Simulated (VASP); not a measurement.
Crystal: HfSi2.

```
CELL_PARAMETERS angstrom
1.84127 -7.29600 0.00000
1.84127 7.29600 0.00000
0.00000 0.00000 3.65979
ATOMIC_POSITIONS crystal
Hf 0.89454 0.10546 0.25000
Hf 0.10546 0.89454 0.75000
Si 0.55428 0.44572 0.25000
Si 0.44572 0.55428 0.75000
Si 0.25028 0.74972 0.25000
Si 0.74972 0.25028 0.75000
```

```yaml
Program: VASP 6.6.1
Task: relaxation of cell and atoms
Functional: PBE
Dispersion: D3(BJ)
Potentials_or_basis: VASP PAW PBE potentials, release 64 (Hf_pv, Si)
Cutoff: 500 eV
k_mesh: 10 × 10 × 10
Occupations: gaussian, width 0.1 eV
Spin: no spin polarisation
```

At the start: pressure -4.6 GPa; volume 16.39 Å³/atom.

Problem. Where does the relaxation end?

Solution. Over 12 steps the energy falls by 8.5 meV/atom and the volume is 15.81 Å³/atom (-3.5 %); space group Cmcm (No. 63, to 0.1 Å) before and after.

The path:
```
step  energy change (eV)  largest force (eV/Å)  pressure (GPa)  volume (Å³)
   1              0.0000                0.0224           -4.62        98.33
   2              0.0082                0.2063            5.63        91.76
   3             -0.0484                0.0935           -0.03        95.09
   4             -0.0484                0.0954            0.07        95.03
   5             -0.0500                0.0538            0.08        94.94
   6             -0.0506                0.0336            0.10        94.85
   7             -0.0509                0.0170           -0.13        94.98
   8             -0.0509                0.0163           -0.14        94.98
   9             -0.0510                0.0091            0.09        94.83
  10             -0.0510                0.0087            0.01        94.88
  11             -0.0510                0.0090            0.01        94.89
  12             -0.0510                0.0026            0.00        94.89
```

Final structure:
```cif
data_structure
_symmetry_space_group_name_H-M 'P 1'
_symmetry_Int_Tables_number 1
_cell_length_a 7.4017
_cell_length_b 7.4017
_cell_length_c 3.6275
_cell_angle_alpha 90.000
_cell_angle_beta 90.000
_cell_angle_gamma 151.480
_cell_volume 94.89
loop_
_atom_site_label
_atom_site_type_symbol
_atom_site_fract_x
_atom_site_fract_y
_atom_site_fract_z
_atom_site_occupancy
Hf1 Hf 0.89521 0.10479 0.25000 1
Hf2 Hf 0.10479 0.89521 0.75000 1
Si1 Si 0.55486 0.44514 0.25000 1
Si2 Si 0.44514 0.55486 0.75000 1
Si3 Si 0.25023 0.74977 0.25000 1
Si4 Si 0.74977 0.25023 0.75000 1
```
